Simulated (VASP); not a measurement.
Input of a VASP 6.6.1 run:

The input INCAR:

```
SYSTEM = Rh
ALGO = Fast
EDIFF = 1E-7
ENCUT = 520
GGA = PE
ISIF = 2
ISMEAR = 0
LASPH = .True.
LCHARG = .True.
LELF = .True.
LREAL = .False.
LVHAR = .True.
LWAVE = .False.
NBANDS = 30
NELM = 80
PREC = Accurate
SIGMA = 0.1
```

The input KPOINTS:

```
k-points
0
Gamma
  18 18 7
  0 0 0
```

POSCAR

```
Rh
1.0
    2.7085489982      0.0000000000      0.0000000000
   -1.3542744991      2.3456722398      0.0000000000
    0.0000000000      0.0000000000      6.6319589394
Rh
3
Direct
    0.0000000000      0.0000000000      0.0000000000
    0.3333333333      0.6666666667      0.3333333333
    0.6666666667      0.3333333333      0.6666666667
```

Potentials or basis: VASP PAW PBE potentials, release 64 (Rh_pv).

Launch:

```console
$ cat potpaw_PBE.64/Rh_pv/POTCAR > POTCAR
$ mpirun -np 1 vasp_std > vasp.out
```

(1) Predict the pressure.

(2) Predict the band gap on the k mesh.

Answers

(1) 0.0 GPa.

(2) zero (an odd number of electrons rules out a gap without spin polarisation).
